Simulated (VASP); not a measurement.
A run of VASP 6.6.1:

File INCAR:

```
SYSTEM = C
  PREC = Accurate
  ENCUT = 600
  EDIFF = 1E-6
  ISMEAR = 0
  SIGMA = 0.02
  LREAL = .False.
  LASPH = .True.
  NELM = 120
  ALGO = Normal
  ISIF = 2
  LWAVE = .False.
  LCHARG = .False.
  GGA = PE
  NBANDS = 11
  GGA_COMPAT = .False.
```

KPOINTS

```
regular mesh
0
Gamma
  12 12 12
  0 0 0
```

POSCAR

```
C
1.0
    0.0000000000      1.7858396211      1.7858396211
    1.7858396211      0.0000000000      1.7858396211
    1.7858396211      1.7858396211      0.0000000000
C
2
Direct
    0.0000000000      0.0000000000      0.0000000000
    0.2500000000      0.2500000000      0.2500000000
```

Potentials or basis: VASP PAW PBE potentials, release 64 (C).

Launch:

```bash
$ cat potpaw_PBE.64/C/POTCAR > POTCAR
$ mpirun -np 1 vasp_std > vasp.out
```

Hardware: 1 thread of AMD EPYC 9R45 (Zen 5) (shared host).

Problem. Estimate the wall time of this run.

Solution. Run time: 9 s on 1 thread of AMD EPYC 9R45 (Zen 5), with other jobs on the host, peak memory 0.09 GiB. Counts: scf iterations 11, k points 72.
